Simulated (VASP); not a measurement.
The system is MnHg.

```
Mn Hg
1.0
     3.31500    0.00000    0.00000
     0.00000    3.31500    0.00000
     0.00000    0.00000    6.63000
Mn Hg
2 2
Cartesian
  1.6575 1.6575 1.6575
  1.6575 1.6575 4.9725
  0.0000 0.0000 0.0000
  0.0000 0.0000 3.3150
```

Base run:

* Program: VASP 6.6.1
* Functional: PBE
* Potentials or basis: VASP PAW PBE potentials, release 64 (Mn_pv, Hg)
* Cutoff: 520 eV
* k mesh: 9 × 9 × 5
* Occupations: fermi-dirac, width 0.1 eV
* Spin: no spin polarisation

Its results: pressure -13.7 GPa.

Task: The run is repeated on the same cell with these changes: spin from no spin polarisation to collinear spin, ferromagnetic start; further incar settings from ALGO = Normal; EDIFF = 1e-06; NBANDS = 33 to ALGO = Normal; EDIFF = 1e-07; NBANDS = 37. What comes out?

Result: Pressure 0.8 GPa; net moment 7.77 μB per cell; site moments Mn +3.80; Hg -0.05 μB.

Caveats: the cell stands under tension (at least some runs).
